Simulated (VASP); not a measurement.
# Pb in VASP: further runs, part 2 of 2

VASP 6.6.1.

**4. Single point, PBEsol**

This run uses another cell than the first one: it holds 2 atoms, not 4.

INCAR

```
ALGO = Normal ; EDIFF = 1E-7
ENCUT = 520 ; GGA = PS
ISIF = 2 ; ISMEAR = 0
LASPH = True ; LCHARG = True
LELF = True ; LREAL = False
LVHAR = True ; LWAVE = False
NBANDS = 21 ; NELM = 60
PREC = Accurate ; SIGMA = 0.1
```

KPOINTS

```
k-points
0
Gamma
  6 6 6
```

POSCAR

```
Pb
1.0
    0.0000000000      2.8324382166      6.0933023663
    1.7867863033      0.0000000000      6.0933023663
    1.7867863033      2.8324382166      0.0000000000
Pb
2
Direct
    0.8670465103      0.8670465103      0.1329534897
    0.1329534897      0.1329534897      0.8670465103
```

Potentials or basis: VASP PAW PBE potentials, release 64 (Pb_d).

Run with:

```sh
$ cat potpaw_PBE.64/Pb_d/POTCAR > POTCAR
$ mpirun -np 1 vasp_std > vasp.out
```

OUTCAR:

```text
EDIFF = 1E-7
   ENCUT = 520
   GGA = PS
   ISIF = 2
   ISMEAR = 0
   LASPH = True
   LREAL = False
   NELM = 60
   PREC = Accurate

 ion  position               nearest neighbor table
   1  0.867  0.867  0.133-   2 3.24   2 3.37   2 3.37   2 4.02   2 4.02
   2  0.133  0.133  0.867-   1 3.24   1 3.37   1 3.37   1 4.02   1 4.02

  LATTYP: Found a face centered orthorhombic cell.
 ALAT       =     3.5735726066
 B/A-ratio  =     1.5852137502
 C/A-ratio  =     3.4102020790

  Lattice vectors:

 A1 = (   0.0000000000,   2.8324382166,   6.0933023663)
 A2 = (   1.7867863033,   0.0000000000,   6.0933023663)
 A3 = (   1.7867863033,   2.8324382166,   0.0000000000)

Analysis of symmetry for initial positions (statically):
=====================================================================
 Subroutine PRICEL returns:
 Original cell was already a primitive cell.

 Routine SETGRP: Setting up the symmetry group for a
 face centered orthorhombic supercell.

 Subroutine GETGRP returns: Found  8 space group operations
[... 161 lines left out ...]
  ---------------------------------------------------
  free energy    TOTEN  =        -7.81316274 eV

  energy without entropy =       -7.80481432  energy(sigma->0) =       -7.80898853

 E-fermi :   6.8496     XC(G=0): -10.2251

 val. band max:        6.8283183968   @ k =  -0.3333  -0.0000   0.3333
 cond. band min:       7.0107333015   @ k =  -0.1667   0.0000   0.1667
 fundamental gap:      0.1824149047
 Fermi energy:         6.8496384459

 k-point     1 :       0.0000    0.0000    0.0000
  band No.  band energies     occupation
      1     -10.2945      2.00000
      2     -10.1976      2.00000
      3     -10.1745      2.00000
      4     -10.0714      2.00000
      5     -10.0281      2.00000
      6     -10.0213      2.00000
[... 565 lines left out ...]
     20      15.9809      0.00000
     21      18.0372      0.00000

 [... further k-points ...]

------------------------ aborting loop because EDIFF is reached ----------------------------------------

  FORCE on cell =-STRESS in cart. coord.  units (eV):
  Direction    XX          YY          ZZ          XY          YZ          ZX
  --------------------------------------------------------------------------------------
  -------------------------------------------------------------------------------------
  Total       -0.1622271     -0.0070234      0.0858697      0.0000000      0.0000000      0.0000000
  in kB       -4.2142303     -0.1824484      2.2306675      0.0000000      0.0000000      0.0000000
  external PRESSURE =      -0.7220037 kB  Pullay stress =       0.0000000 kB

 VOLUME and BASIS-vectors are now :
 -----------------------------------------------------------------------------
  energy-cutoff  :      520.00
  volume of cell :       61.68
      direct lattice vectors                 reciprocal lattice vectors
     0.000000000  2.832438217  6.093302366    -0.279832008  0.176526357  0.082057310
     1.786786303  0.000000000  6.093302366     0.279832008 -0.176526357  0.082057310
     1.786786303  2.832438217  0.000000000     0.279832008  0.176526357 -0.082057310

 POSITION                                       TOTAL-FORCE (eV/Angst)
 -----------------------------------------------------------------------------------
      1.78679      2.83244     10.56635         0.000000      0.000000      0.022780
      1.78679      2.83244      1.62025         0.000000      0.000000     -0.022780
 -----------------------------------------------------------------------------------
    total drift:                                0.000000      0.000000      0.000000

  FREE ENERGIE OF THE ION-ELECTRON SYSTEM (eV)
  ---------------------------------------------------
  free  energy   TOTEN  =        -7.8131627351 eV

  energy  without entropy=       -7.8048143171  energy(sigma->0) =       -7.80898853
```

OSZICAR:

```text
N       E                     dE             d eps       ncg     rms          rms(c)
DAV:   1     0.291806066104E+03    0.29181E+03   -0.14132E+04  1932   0.161E+03
DAV:   2     0.135557354959E+02   -0.27825E+03   -0.27136E+03  1947   0.407E+02
DAV:   3    -0.716240977932E+01   -0.20718E+02   -0.20481E+02  2363   0.135E+02
DAV:   4    -0.781582658763E+01   -0.65342E+00   -0.65303E+00  2307   0.271E+01
DAV:   5    -0.784928351664E+01   -0.33457E-01   -0.33456E-01  2629   0.573E+00    0.917E-01
DAV:   6    -0.782054083186E+01    0.28743E-01   -0.51792E-02  2712   0.305E+00    0.447E-01
DAV:   7    -0.781356979856E+01    0.69710E-02   -0.20133E-02  2680   0.186E+00    0.143E-01
DAV:   8    -0.781317054570E+01    0.39925E-03   -0.12680E-03  2719   0.493E-01    0.164E-02
DAV:   9    -0.781316277823E+01    0.77675E-05   -0.65864E-05  2592   0.118E-01    0.709E-03
DAV:  10    -0.781316304067E+01   -0.26244E-06   -0.62906E-06  2889   0.312E-02    0.128E-03
DAV:  11    -0.781316286785E+01    0.17281E-06   -0.21174E-07  1671   0.659E-03    0.507E-04
DAV:  12    -0.781316274419E+01    0.12366E-06   -0.63881E-08  1296   0.330E-03    0.132E-04
DAV:  13    -0.781316273511E+01    0.90813E-08   -0.15597E-08  1241   0.193E-03
   1 F= -.78131627E+01 E0= -.78089885E+01  d E =-.834842E-02
```

stdout:

```text
POSCAR found type information on POSCAR Pb
 POSCAR found :  1 types and       2 ions
 scaLAPACK will be used
 -----------------------------------------------------------------------------
|                                                                             |
|                                                                             |
|     You enforced a specific xc type in the INCAR file but a different       |
|     I HOPE YOU KNOW WHAT YOU ARE DOING!                                     |
|                                                                             |
 -----------------------------------------------------------------------------

 LDA part: xc-table for (Slater+PW92), standard interpolation
 POSCAR, INCAR and KPOINTS ok, starting setup
 FFT: planning ... GRIDC
 FFT: planning ... GRID_SOFT
 FFT: planning ... GRID
 WAVECAR not read
 entering main loop
```

Run time: 44 s. Hardware: 1 thread of Intel Xeon 6975P-C (Granite Rapids), shared host; peak memory 0.25 GiB.

What came out:

| Property | Result |
| --- | --- |
| Free energy | -7.8132 eV |
| Pressure | -0.1 GPa |
| Largest force | 0.023 eV/Å |
| Band gap on the k mesh | zero (band 14 reaches 12.79 eV, above the bottom of band 15 at 5.50 eV) |

Forces on the atoms (eV/Å):
```
Pb   0.000  0.000  0.023
Pb   0.000  0.000 -0.023
```

Stress tensor (GPa, compression positive):
```
-0.42  0.00  0.00
 0.00 -0.02  0.00
 0.00  0.00  0.22
```

Caveat: the PAW data sets were made with another functional, which shifts forces and pressure a little; spin-orbit coupling is left out, which moves the levels of the heavy elements.

**5. Single point, PBEsol**

This run uses another cell than the first one, of 31.14 Å³/atom, 1.034 times its volume.

INCAR

```
  PREC = Accurate
  ENCUT = 520
  EDIFF = 1E-6
  ISMEAR = 0
  SIGMA = 0.1
  LREAL = F
  LASPH = T
  NELM = 80
  ALGO = Fast
  ISIF = 2
  LWAVE = F
  LCHARG = F
  GGA = PS
  NBANDS = 36
```

KPOINTS

```
regular mesh
0
Gamma
  4 4 4
```

POSCAR

```
Pb
1.0
    1.8228596837     -6.1224569168      0.0000000000
    1.8228596837      6.1224569168      0.0000000000
    0.0000000000      0.0000000000      5.5810590730
Pb
4
Direct
    0.1355351588      0.8644648412      0.9999938663
    0.6355351588      0.3644648412      0.5000061337
    0.8644648412      0.1355351588      0.0000061337
    0.3644648412      0.6355351588      0.4999938663
```

Run with:

```sh
$ cat potpaw_PBE.64/Pb_d/POTCAR > POTCAR
$ mpirun -np 1 vasp_std > vasp.out
```

Run time: 73 s. Hardware: 1 thread of Intel Xeon 6975P-C (Granite Rapids), shared host; peak memory 0.32 GiB.

Results (log left out):

| Property | Result |
| --- | --- |
| Free energy | -15.6204 eV |
| Pressure | 0.0 GPa |
| Largest force | 0.017 eV/Å |
| Band gap on the k mesh | zero (band 28 reaches 8.08 eV, above the bottom of band 29 at 6.21 eV) |

Forces in eV/Å, atoms in the order of the input:
```
Pb   0.000  0.017  0.000
Pb   0.000  0.017  0.000
Pb   0.000 -0.017  0.000
Pb   0.000 -0.017  0.000
```

Levels at points of the mesh, in eV from the Fermi level:
| k point | band 24 | band 25 | band 26 | band 27 | band 28 | band 29 | band 30 | band 31 | band 32 | band 33 |
| --- | --- | --- | --- | --- | --- | --- | --- | --- | --- | --- |
| (0.00, 0.00, 0.00) | -5.12 | -4.13 | -3.93 | -1.23 | -0.65 | 1.98 | 2.90 | 4.25 | 5.39 | 5.93 |
| (0.50, 0.00, 0.00) | -7.19 | -1.80 | -1.80 | -1.02 | -1.02 | -0.21 | -0.21 | 1.18 | 1.18 | 1.69 |
| (0.50, 0.50, 0.00) | -6.54 | -3.24 | -2.44 | -0.38 | 0.37 | 1.28 | 3.00 | 3.15 | 4.10 | 5.16 |
| (0.00, 0.00, 0.50) | -7.49 | -2.82 | -2.82 | 1.20 | 1.20 | 3.26 | 3.26 | 3.50 | 3.50 | 4.45 |
| (0.50, 0.00, 0.50) | -7.24 | -3.37 | -3.37 | -3.03 | -3.03 | 0.83 | 0.83 | 2.94 | 2.94 | 4.28 |
| (0.50, 0.50, 0.50) | -8.93 | 0.92 | 0.92 | 1.34 | 1.34 | 1.99 | 1.99 | 2.26 | 2.26 | 2.78 |

Caveat: the k points lie up to 0.45 Å⁻¹ apart; the PAW data sets were made with another functional, which shifts forces and pressure a little; spin-orbit coupling is left out, which moves the levels of the heavy elements.

**6. Relaxation of cell and atoms, PBEsol**

This run uses another cell than the first one: it holds 2 atoms, not 4.

INCAR

```
ALGO = Normal ; EDIFF = 1E-6
EDIFFG = -0.04 ; ENCUT = 600
GGA = PS ; IBRION = 2
ISIF = 3 ; ISMEAR = 0
LASPH = True ; LCHARG = False
LREAL = False ; LWAVE = False
NELM = 100 ; NSW = 90
PREC = Accurate ; SIGMA = 0.1
```

KPOINTS

```
k-points
0
Gamma
  6 6 6
```

POSCAR

```
Pb
1.0
    0.0000000000      2.7905295365      6.1224569168
    1.8228596837      0.0000000000      6.1224569168
    1.8228596837      2.7905295365      0.0000000000
Pb
2
Direct
    0.8644648412      0.8644648412      0.1355351588
    0.1355351588      0.1355351588      0.8644648412
```

Potentials or basis: VASP PAW PBE potentials, release 64 (Pb_d).

Run with:

```sh
$ cat potpaw_PBE.64/Pb_d/POTCAR > POTCAR
$ mpirun -np 1 vasp_std > vasp.out
```

It took 10 min on 1 thread of Intel Xeon 6975P-C (Granite Rapids), shared host; peak memory 0.29 GiB.

Results (log left out):

| Item | Value |
| --- | --- |
| Free energy | -7.8723 eV |
| Relaxed volume | 30.80 Å³/atom |
| Relaxed cell | a = 7.040 Å, b = 6.625 Å, c = 3.339 Å, α = 82.88°, β = 69.04°, γ = 28.08° |
| Space group after relaxing (to 0.05 Å) | Fmmm (No. 69) |
| Energy gained by relaxing | 35.9 meV/atom |
| Ionic steps | 23 |
| Pressure after relaxing | 0.1 GPa |
| Largest force after relaxing | 0.004 eV/Å |
| Band gap on the k mesh | zero (band 14 reaches 11.34 eV, above the bottom of band 15 at 5.48 eV) |

Forces in eV/Å, atoms in the order of the input:
```
Pb   0.000  0.000 -0.004
Pb   0.000  0.000  0.004
```

Step by step:
```tsv
step	energy change (eV)	largest force (eV/Å)	pressure (GPa)	volume (Å³)
1	0.0000	0.1767	-0.21	62.29
2	-0.0064	0.1497	-0.03	61.92
3	-0.0084	0.1052	0.16	61.60
4	-0.0109	0.0462	-0.04	61.79
5	-0.0119	0.0072	-0.21	61.96
6	-0.0121	0.1002	-0.54	62.30
7	-0.0136	0.1045	-0.50	62.22
8	-0.0193	0.1337	-0.31	61.95
9	-0.0381	0.1909	0.14	61.39
10	-0.0500	0.2760	1.38	60.15
11	-0.0560	0.2265	0.62	60.78
12	-0.0574	0.2438	0.80	60.60
13	-0.0589	0.2423	0.84	60.65
14	-0.0589	0.2414	0.84	60.64
15	-0.0609	0.2283	0.68	60.84
16	-0.0651	0.1951	0.17	61.45
17	-0.0666	0.1336	-0.74	62.66
18	-0.0670	0.1544	-0.46	62.26
19	-0.0686	0.1262	-0.40	62.16
20	-0.0711	0.0473	-0.09	61.86
21	-0.0711	0.0292	-0.04	61.79
22	-0.0716	0.0189	0.00	61.71
23	-0.0718	0.0041	0.09	61.61
```

Final structure:
```
Pb
1.0
     0.00000    2.89966    6.41476
     1.65604    0.00000    6.41476
     1.65604    2.89966    0.00000
Pb
2
Direct
  0.87018 0.87018 0.12982
  0.12982 0.12982 0.87018
```

Levels at points of the mesh, in eV from the Fermi level:
```tsv
k point	band 11	band 12	band 13	band 14	band 15	band 16	band 17	band 18
(0.00, 0.00, 0.00)	-11.89	-9.48	-4.51	4.36	7.09	7.74	8.15	8.20
(0.50, 0.00, 0.00)	-7.80	-6.91	-3.74	-3.18	0.52	2.85	3.64	4.48
(0.50, 0.50, 0.00)	-11.17	-10.83	-1.13	-0.76	6.88	7.62	8.00	9.51
(0.50, 0.00, 0.50)	-8.35	-6.11	-4.39	-2.23	-1.33	3.48	4.10	4.50
(0.00, 0.50, 0.50)	-7.67	-7.42	-3.67	-3.34	2.18	2.40	3.35	5.63
```

Caveat: the PAW data sets were made with another functional, which shifts forces and pressure a little; spin-orbit coupling is left out, which moves the levels of the heavy elements.

**7. Overview**

| task | cell | k mesh | cutoff (eV) | gap on the mesh (eV) | pressure (GPa) | largest force (eV/Å) |
| --- | --- | --- | --- | --- | --- | --- |
| single point | a = 3.508, b = 3.508, c = 9.841 Å, angles 90.0, 90.0, 84.5°, 4 atoms | 6 × 6 × 2 | 520 | none | -0.1 | - |
| single point | a = 6.323, b = 6.323, c = 4.248 Å, angles 90.0, 90.0, 131.2°, 4 atoms | 10 × 10 × 12 | 520 | none | -0.1 | - |
| single point | a = 6.719, b = 6.350, c = 3.349 Å, angles 81.4, 69.1, 29.5°, 2 atoms | 6 × 6 × 6 | 520 | none | -0.1 | 0.02 |
| single point | a = 6.388, b = 6.388, c = 5.581 Å, angles 90.0, 90.0, 146.8°, 4 atoms | 4 × 4 × 4 | 520 | none | 0.0 | 0.02 |
| relaxation of cell and atoms | relaxed from a = 6.728, b = 6.388, c = 3.333 Å, angles 81.0, 69.7, 29.3°, 2 atoms | 6 × 6 × 6 | 600 | none | 0.1 | - |

Alike in all rows: level PBEsol; potentials or basis VASP PAW PBE potentials, release 64 (Pb_d); no spin polarisation; smearing gaussian 0.1 eV.

Caveats: some runs use coarse meshes; the PAW data sets were made with another functional, which shifts forces and pressure a little; spin-orbit coupling is left out, which moves the levels of the heavy elements.

Total energies depend on the potentials used, so only differences within one code and one set of settings carry meaning.
